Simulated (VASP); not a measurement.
Here is a VASP 6.6.1 calculation.

INCAR

```
SYSTEM = Ti3Se
PREC = Accurate ; ENCUT = 520
EDIFF = 1E-6 ; ISMEAR = 1
SIGMA = 0.1 ; LREAL = .False.
LASPH = .True. ; NELM = 100
ALGO = Normal ; ISIF = 2
LWAVE = .False. ; LCHARG = .False.
NBANDS = 29
```

File KPOINTS:

```
Automatic mesh
0
Gamma
  12 12 5
  0 0 0
```

The input POSCAR:

```
Ti3Se
1.0
    3.2613990000      0.0000000000      0.0000000000
   -1.6306944000      2.8244514000      0.0000000000
    0.0000000000      0.0000000000      7.6343233372
Ti Se
3 1
Direct
    0.3333333333      0.6666666667      0.2271000000
    0.3333333333      0.6666666667      0.7729000000
    0.6666666667      0.3333333333      0.5000000000
    0.0000000000      0.0000000000      0.0000000000
```

Potentials or basis: VASP PAW LDA potentials, release 64 (Ti_sv, Se).

The run is started by

```sh
$ cat potpaw_LDA.64/Ti_sv/POTCAR potpaw_LDA.64/Se/POTCAR > POTCAR
$ mpirun -np 1 vasp_std > vasp.out
```

Predict the largest force.

0.062 eV/Å.

Estimate the band gap on the k mesh.

zero (band 21 reaches 8.13 eV, above the bottom of band 22 at 7.71 eV).

Predict the pressure.

-7.1 GPa.

Stress tensor (GPa, compression positive):
```
-8.57  0.00  0.00
 0.00 -8.57  0.00
 0.00  0.00 -4.03
```
